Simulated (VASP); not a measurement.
# MgO (R-3m) in VASP: notebook

Runs on MgO. Level: PBE. Tasks: single point.

Program: VASP 6.6.1. These are calculated values, not measurements. Logs are shortened: lines on timing, memory, paths and dates and some standing lists are left out, and cuts for length are marked.

**1. The cell of the first run**

It takes space group R-3m (No. 166, trigonal). Conventional cell: a = 3.188 Å, b = 3.188 Å, c = 6.637 Å, α = 90.00°, β = 90.00°, γ = 120.00°. Within 2.9 Å of Mg (site symmetry -3m) lie 6 O at 2.15 Å and 6 Mg at 2.88 Å. O (site symmetry -3m) has 6 Mg at 2.15 Å and 6 O at 2.88 Å within 2.9 Å.

**2. Single point, PBE**

The input, INCAR:

```
PREC = Accurate
ENCUT = 840
EDIFF = 1E-6
ISMEAR = 0
SIGMA = 0.05
LREAL = False
LASPH = True
NELM = 120
ALGO = Normal
ISIF = 2
LWAVE = False
LCHARG = False
GGA = PE
NBANDS = 15
GGA_COMPAT = False
```

The input, KPOINTS:

```
Automatic mesh
0
Gamma
  10 10 10
```

The input, POSCAR:

```
MgO
1.0
   -0.2254007805      2.0286070245      2.0286070245
    2.0286070245     -0.2254007805      2.0286070245
    2.0286070245      2.0286070245     -0.2254007805
Mg O
1 1
Direct
    0.0000000000      0.0000000000      0.0000000000
    0.5000000000      0.5000000000      0.5000000000
```

Potentials or basis: VASP PAW PBE potentials, release 64 (Mg_sv, O).

On the command line:

```console
$ cat potpaw_PBE.64/Mg_sv/POTCAR potpaw_PBE.64/O/POTCAR > POTCAR
$ mpirun -np 1 vasp_std > vasp.out
```

OUTCAR:

```text
PREC = Accurate
   ENCUT = 840
   EDIFF = 1E-6
   ISMEAR = 0
   LREAL = False
   LASPH = True
   NELM = 120
   ISIF = 2
   GGA = PE

 ion  position               nearest neighbor table
   1  0.000  0.000  0.000-
   2  0.500  0.500  0.500-

  LATTYP: Found a trigonal (rhomboedric) cell.
 ALAT       =     2.8777245232
 COS(alpha) =     0.3865030675

  Lattice vectors:

 A1 = (  -0.2254007805,   2.0286070245,   2.0286070245)
 A2 = (   2.0286070245,  -0.2254007805,   2.0286070245)
 A3 = (   2.0286070245,   2.0286070245,  -0.2254007805)

Analysis of symmetry for initial positions (statically):
=====================================================================
 Subroutine PRICEL returns:
 Original cell was already a primitive cell.

 Routine SETGRP: Setting up the symmetry group for a
 trigonal (rhombohedral) supercell.

 Subroutine GETGRP returns: Found 12 space group operations
 (whereof 12 operations were pure point group operations)
 out of a pool of 12 trial point group operations.

The static configuration has the point symmetry D_3d.

Analysis of symmetry for dynamics (positions and initial velocities):
=====================================================================
 Subroutine PRICEL returns:
 Original cell was already a primitive cell.

 Routine SETGRP: Setting up the symmetry group for a
 trigonal (rhombohedral) supercell.

 Subroutine GETGRP returns: Found 12 space group operations
 (whereof 12 operations were pure point group operations)
 out of a pool of 12 trial point group operations.

The dynamic configuration has the point symmetry D_3d.

 Subroutine INISYM returns: Found 12 space group operations
 (whereof 12 operations are pure point group operations),
 and found     1 'primitive' translations

----------------------------------------------------------------------------------------

                                     Primitive cell

  volume of cell :      19.4677

  direct lattice vectors                    reciprocal lattice vectors
    -0.225400781  2.028607024  2.028607024    -0.208778441  0.234875746  0.234875746
     2.028607024 -0.225400781  2.028607024     0.234875746 -0.208778441  0.234875746
     2.028607024  2.028607024 -0.225400781     0.234875746  0.234875746 -0.208778441

  length of vectors
     2.877724523  2.877724523  2.877724523     0.392328522  0.392328522  0.392328522

  position of ions in fractional coordinates (direct lattice)
     0.000000000  0.000000000  0.000000000
     0.500000000  0.500000000  0.500000000

  ion indices of the primitive-cell ions
   primitive index   ion index
                 1           1
                 2           2

----------------------------------------------------------------------------------------

 KPOINTS: Automatic mesh

Automatic generation of k-mesh.
 Grid dimensions read from file:
 generate k-points for:   10   10   10

 Generating k-lattice:

  Cartesian coordinates                     Fractional coordinates (reciprocal lattice)
    -0.020877844  0.023487575  0.023487575     0.100000000 -0.000000000 -0.000000000
     0.023487575 -0.020877844  0.023487575    -0.000000000  0.100000000 -0.000000000
     0.023487575  0.023487575 -0.020877844    -0.000000000 -0.000000000  0.100000000

  Length of vectors
     0.039232852  0.039232852  0.039232852

  Shift w.r.t. Gamma in fractional coordinates (k-lattice)
     0.000000000  0.000000000  0.000000000

 Subroutine IBZKPT returns following result:
 ===========================================

 Found    116 irreducible k-points:

 Following reciprocal coordinates:
            Coordinates               Weight
  0.000000  0.000000  0.000000      1.000000
  0.100000 -0.000000 -0.000000      6.000000
  0.200000 -0.000000 -0.000000      6.000000
  0.300000 -0.000000 -0.000000      6.000000
  0.400000 -0.000000 -0.000000      6.000000
  0.500000 -0.000000 -0.000000      3.000000
[... 16 lines left out ...]
  0.300000  0.300000 -0.000000      6.000000
  0.400000  0.300000 -0.000000     12.000000
 [... further k-points ...]
   k-points           NKPTS =    116   k-points in BZ     NKDIM =    116   number of bands    NBANDS=     15
   number of dos      NEDOS =    301   number of ions     NIONS =      2
   total plane-waves  NPLWV =  21952
   dimension x,y,z NGX =    28 NGY =   28 NGZ =   28
   dimension x,y,z NGXF=    56 NGYF=   56 NGZF=   56
   ions per type =               1   1
   NGX,Y,Z   is equivalent  to a cutoff of  16.18, 16.18, 16.18 a.u.
   NGXF,Y,Z  is equivalent  to a cutoff of  32.35, 32.35, 32.35 a.u.
 SYSTEM =  unknown system
   PREC   = accura    normal or accurate (medium, high low for compatibility)
   ISTART =      0    job   : 0-new  1-cont  2-samecut
   ICHARG =      2    charge: 1-file 2-atom 10-const
   ISPIN  =      1    spin polarized calculation?
   LNONCOLLINEAR =      F non collinear calculations
   LSORBIT =      F    spin-orbit coupling
   LASPH  =      T    aspherical Exc in radial PAW
   ENCUT  =  840.0 eV  61.74 Ry    7.86 a.u.   6.80  6.80  6.80*2*pi/ulx,y,z
   NELM   =    120;   NELMIN=  2; NELMDL= -5     # of ELM steps
   EDIFF  = 0.1E-05   stopping-criterion for ELM
   LREAL  =      F    real-space projection
[... 7 lines left out ...]
   TEBEG  =    0.0;   TEEND  =   0.0 temperature during run
   PSTRESS=    0.0 pullay stress
   NELECT =      16.0000    total number of electrons
   NUPDOWN=      -1.0000    fix difference up-down
   EMIN   =  10.00;   EMAX   =-10.00  energy-range for DOS
   EFERMI =   0.00;   METHOD = LEGACY
   ISMEAR =     0;   SIGMA  =   0.05  broadening in eV -4-tet -1-fermi 0-gaus
   EFERMI_NEDOS =   21; number of points for ismear=-14 and -15
   IALGO  =     38    algorithm
   IMIX   =      4    mixing-type and parameters
     AMIX     =   0.40;   BMIX     =  1.00
     AMIX_MAG =   1.60;   BMIX_MAG =  1.00
  volume/ion in A,a.u.               =       9.73        65.69
  Fermi-wavevector in a.u.,A,eV,Ry     =   1.533474  2.897846 31.994681  2.351543
  Thomas-Fermi vector in A             =   2.640536
   LORBIT       =      0    0 simple, 1 ext, 2 COOP (PROOUT), +10 PAW based schemes
   GGA     = PE    functional components
   LHFCALC =     F    Hartree Fock is set to
   AEXX    =    0.0000 exact exchange contribution
   IVDW    =     0    specifies the selected vdW correction
   LEPSILON=     F    determine dielectric tensor
   LRPA    =     F    only Hartree local field effects (RPA)
 non-spin polarized calculation
 Gauss-broadening in eV      SIGMA  =   0.05
  energy-cutoff  :      840.00
  volume of cell :       19.47
 maximum number of plane-waves:      1103
   NGX = 13   NGY = 13   NGZ = 13

 number of electron      16.0000004 magnetization

 Free energy of the ion-electron system (eV)
  ---------------------------------------------------
  ext. energy  EPLUGINS =         0.00000000
  ---------------------------------------------------
  free energy    TOTEN  =       -11.63662946 eV

  energy without entropy =      -11.63662946  energy(sigma->0) =      -11.63662946

 E-fermi :   3.7872     XC(G=0): -11.2010

 val. band max:        3.3296112863   @ k =   0.0000   0.0000   0.0000
 cond. band min:       6.7644753394   @ k =   0.0000   0.0000   0.0000
 fundamental gap:      3.4348640531
 Fermi energy:         3.7872391359

 k-point     1 :       0.0000    0.0000    0.0000
  band No.  band energies     occupation
      1     -69.9104      2.00000
      2     -36.6714      2.00000
      3     -36.6183      2.00000
      4     -36.6183      2.00000
      5     -14.3402      2.00000
      6       2.4297      2.00000
      7       2.4297      2.00000
      8       3.3296      2.00000
      9       6.7645      0.00000
     10      16.7673      0.00000
     11      16.7673      0.00000
     12      21.6052      0.00000
     13      22.1469      0.00000
     14      24.1569      0.00000
     15      24.1569      0.00000

 k-point     2 :       0.1000   -0.0000   -0.0000
  band No.  band energies     occupation
      1     -69.9096      2.00000
      2     -36.6741      2.00000
      3     -36.6233      2.00000
      4     -36.6183      2.00000
      5     -14.2465      2.00000
      6       1.8439      2.00000
      7       2.3907      2.00000
      8       3.2062      2.00000
      9       7.3867      0.00000
     10      16.0965      0.00000
     11      17.0202      0.00000
     12      21.6343      0.00000
     13      22.9235      0.00000
     14      22.9482      0.00000
     15      24.3652      0.00000

 k-point     3 :       0.2000   -0.0000   -0.0000
  band No.  band energies     occupation
      1     -69.9078      2.00000
      2     -36.6833      2.00000
      3     -36.6343      2.00000
      4     -36.6183      2.00000
      5     -13.9900      2.00000
      6       0.5846      2.00000
      7       2.2911      2.00000
      8       3.0379      2.00000
      9       8.5794      0.00000
     10      14.9946      0.00000
     11      17.6835      0.00000
     12      21.6980      0.00000
     13      21.7839      0.00000
     14      23.2004      0.00000
     15      24.9435      0.00000

 k-point     4 :       0.3000   -0.0000   -0.0000
  band No.  band energies     occupation
      1     -69.9057      2.00000
      2     -36.6987      2.00000
      3     -36.6439      2.00000
      4     -36.6183      2.00000
      5     -13.6464      2.00000
      6      -0.6796      2.00000
      7       2.1728      2.00000
      8       2.8795      2.00000
      9       9.6538      0.00000
     10      14.2592      0.00000
     11      18.3533      0.00000
     12      21.2178      0.00000
     13      21.4138      0.00000
     14      23.7014      0.00000
     15      25.1617      0.00000
[... 307 lines left out ...]
 k-point    22 :      -0.2000    0.2000    0.0000
  band No.  band energies     occupation
      1     -69.9052      2.00000
      2     -36.6908      2.00000
      3     -36.6515      2.00000
      4     -36.6246      2.00000
      5     -13.5704      2.00000
      6      -0.3118      2.00000
      7       1.2959      2.00000
      8       2.7009      2.00000
      9      10.4392      0.00000
     10      14.2128      0.00000
     11      17.3399      0.00000
     12      21.2628      0.00000
     13      21.4494      0.00000
     14      24.4512      0.00000
     15      27.6278      0.00000

 k-point    23 :       0.3000    0.3000   -0.0000
  band No.  band energies     occupation
      1     -69.9029      2.00000
      2     -36.7148      2.00000
      3     -36.6400      2.00000
      4     -36.6329      2.00000
      5     -13.3844      2.00000
      6      -0.3167      2.00000
      7       1.3087      2.00000
      8       2.3794      2.00000
      9      10.7369      0.00000
     10      13.0821      0.00000
     11      16.8555      0.00000
     12      18.8401      0.00000
     13      21.6752      0.00000
     14      26.2781      0.00000
     15      28.2409      0.00000

 k-point    24 :       0.4000    0.3000   -0.0000
  band No.  band energies     occupation
      1     -69.9014      2.00000
      2     -36.7241      2.00000
      3     -36.6466      2.00000
      4     -36.6333      2.00000
      5     -13.1609      2.00000
      6      -0.7664      2.00000
      7       1.0365      2.00000
      8       2.2817      2.00000
      9      11.3963      0.00000
     10      12.8166      0.00000
     11      16.0364      0.00000
     12      19.2218      0.00000
     13      21.8368      0.00000
     14      26.9255      0.00000
     15      27.6770      0.00000

 [... further k-points ...]

------------------------ aborting loop because EDIFF is reached ----------------------------------------

  FORCE on cell =-STRESS in cart. coord.  units (eV):
  Direction    XX          YY          ZZ          XY          YZ          ZX
  --------------------------------------------------------------------------------------
  -------------------------------------------------------------------------------------
  Total       -0.1894653     -0.1894653     -0.1894653      1.3640118      1.3640118      1.3640118
  in kB      -15.5928372    -15.5928372    -15.5928372    112.2570308    112.2570308    112.2570308
  external PRESSURE =     -15.5928372 kB  Pullay stress =       0.0000000 kB

 VOLUME and BASIS-vectors are now :
 -----------------------------------------------------------------------------
  energy-cutoff  :      840.00
  volume of cell :       19.47
      direct lattice vectors                 reciprocal lattice vectors
    -0.225400781  2.028607024  2.028607024    -0.208778441  0.234875746  0.234875746
     2.028607024 -0.225400781  2.028607024     0.234875746 -0.208778441  0.234875746
     2.028607024  2.028607024 -0.225400781     0.234875746  0.234875746 -0.208778441

 POSITION                                       TOTAL-FORCE (eV/Angst)
 -----------------------------------------------------------------------------------
      0.00000      0.00000      0.00000         0.000000     -0.000000      0.000000
      1.91591      1.91591      1.91591        -0.000000      0.000000     -0.000000
 -----------------------------------------------------------------------------------
    total drift:                                0.000000      0.000000      0.000000

  FREE ENERGIE OF THE ION-ELECTRON SYSTEM (eV)
  ---------------------------------------------------
  free  energy   TOTEN  =       -11.6366294611 eV

  energy  without entropy=      -11.6366294611  energy(sigma->0) =      -11.63662946
```

Wall time 20 s (1 thread of Intel Xeon 6975P-C (Granite Rapids), shared host); peak memory 0.2 GiB.

What came out:

```yaml
Free_energy: -11.6366 eV
Pressure: -1.6 GPa
Band_gap_on_the_k_mesh: 3.43 eV
```

Stress tensor (GPa, compression positive):
```
-1.56 11.23 11.23
11.23 -1.56 11.23
11.23 11.23 -1.56
```

(Continued in part 2 of 2.)
